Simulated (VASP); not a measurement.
SiH10C20: single point with PBE

SiH10C20, a slab with vacuum:

```
H C Si
1.0
     5.04874    0.00000    0.00000
     0.00000    5.04874    0.00000
     0.00000    0.00000   15.83556
H C Si
10 20 1
Direct
  0.42779 0.00000 0.06315
  0.07221 0.00000 0.06315
  0.92779 0.00000 0.06315
  0.57221 0.00000 0.06315
  0.42779 0.50000 0.06315
  0.07221 0.50000 0.06315
  0.92779 0.50000 0.06315
  0.57221 0.50000 0.06315
  0.25373 0.50323 0.38807
  0.74627 0.50322 0.38807
  0.25000 0.00000 0.10323
  0.75000 0.00000 0.10323
  0.25000 0.50000 0.10323
  0.75000 0.50000 0.10323
  0.25000 0.25000 0.15959
  0.75000 0.25000 0.15959
  0.25000 0.75000 0.15959
  0.75000 0.75000 0.15959
  0.00000 0.24586 0.21376
  0.50000 0.25346 0.20998
  0.00000 0.74804 0.22188
  0.50000 0.75218 0.21874
  0.00000 0.01163 0.27855
  0.50000 0.02119 0.26828
  0.00000 0.47938 0.27393
  0.50000 0.48511 0.27224
  0.26123 0.08511 0.32656
  0.73877 0.08510 0.32656
  0.25303 0.41292 0.32437
  0.74696 0.41294 0.32437
  0.49999 0.96997 0.41854
```

```json
{
 "Program": "VASP 6.6.1",
 "Task": "single point",
 "Functional": "PBE",
 "Potentials or basis": "VASP PAW PBE potentials, release 64 (H, C, Si)",
 "Cutoff": "520 eV",
 "k mesh": "2 × 2 × 1",
 "Occupations": "gaussian, width 0.02 eV",
 "Spin": "collinear spin, zero start",
 "Starting moments": "[0.0, 0.0, 0.0, 0.0, 0.0, 0.0, 0.0, 0.0, 0.0, 0.0, 0.0, 0.0, 0.0, 0.0, 0.0, 0.0, 0.0, 0.0, 0.0, 0.0, 0.0, 0.0, 0.0, 0.0, 0.0, 0.0, 0.0, 0.0, 0.0, 0.0, 0.0] μB"
}
```

```json
{
 "Largest force": "8.965 eV/Å",
 "Band gap on the k mesh": "0.11 eV (least direct gap 0.19 eV)",
 "Net moment": "0.00 μB per cell",
 "Valence electrons inside the program's atomic spheres": "H 0.84, 0.69 (each value once); C 2.68, 2.60, 2.51, 2.61, 2.46, 2.50, 2.48, 2.59, 2.56, 2.53 (each value once); Si 1.57"
}
```

Forces on the atoms (eV/Å):
```
H   -8.960 -0.061  0.072
H    8.961 -0.034  0.071
H   -8.961 -0.034  0.071
H    8.960 -0.061  0.072
H   -8.964  0.024  0.102
H    8.955  0.074  0.038
H   -8.955  0.074  0.038
H    8.964  0.024  0.102
H   -0.001  0.011  0.018
H    0.001  0.011  0.017
C   -0.119 -0.119  0.965
C    0.119 -0.119  0.965
C   -0.336  0.142  0.970
C    0.336  0.142  0.970
C   -0.374 -0.033 -2.816
C    0.375 -0.033 -2.816
C   -0.144  0.006  0.526
C    0.144  0.006  0.526
C    0.000 -0.010 -0.003
C    0.000 -0.010 -0.007
C    0.000 -0.002  0.007
C    0.000  0.008  0.010
C    0.000 -0.033  0.006
C    0.000 -0.024  0.004
C    0.000  0.029  0.002
C   -0.001  0.043  0.000
C   -0.018  0.003  0.024
C    0.017  0.004  0.024
C   -0.006 -0.010  0.017
C    0.006 -0.013  0.019
Si   0.001 -0.005  0.006
```

Levels at points of the mesh, in eV from the valence-band top:
Spin up:
| k point | band 43 | band 44 | band 45 | band 46 | band 47 | band 48 | band 49 | band 50 | band 51 | band 52 |
| --- | --- | --- | --- | --- | --- | --- | --- | --- | --- | --- |
| (0.00, 0.00, 0.00) | -2.50 | -2.41 | -1.01 | -0.50 | -0.02 | 0.59 | 2.17 | 3.08 | 3.57 | 3.86 |
| (0.50, 0.00, 0.00) | -2.41 | -2.28 | -2.24 | -2.14 | -1.11 | 0.55 | 2.42 | 3.37 | 3.44 | 4.32 |
| (0.00, 0.50, 0.00) | -3.03 | -2.28 | -0.77 | -0.22 | 0.00 | 0.19 | 3.11 | 3.15 | 3.42 | 3.65 |
| (0.50, 0.50, 0.00) | -3.03 | -2.97 | -2.57 | -2.25 | -0.83 | 0.11 | 3.05 | 3.72 | 4.05 | 4.21 |
Spin down:
```
           k point  band 43  band 44  band 45  band 46  band 47  band 48  band 49  band 50  band 51  band 52
(0.00, 0.00, 0.00)    -2.50    -2.41    -1.01    -0.50    -0.02     0.59     2.17     3.08     3.57     3.86
(0.50, 0.00, 0.00)    -2.41    -2.28    -2.24    -2.14    -1.11     0.55     2.42     3.37     3.44     4.32
(0.00, 0.50, 0.00)    -3.03    -2.28    -0.77    -0.22     0.00     0.19     3.11     3.15     3.42     3.65
(0.50, 0.50, 0.00)    -3.03    -2.97    -2.57    -2.25    -0.83     0.11     3.05     3.72     4.05     4.21
```

Wall time 5.5 min on 1 thread of AMD EPYC 9R45 (Zen 5), with other jobs on the host, peak memory 0.61 GiB.

Caveat: the k points lie up to 0.62 Å⁻¹ apart; there is no dipole correction, which matters where the two faces differ.
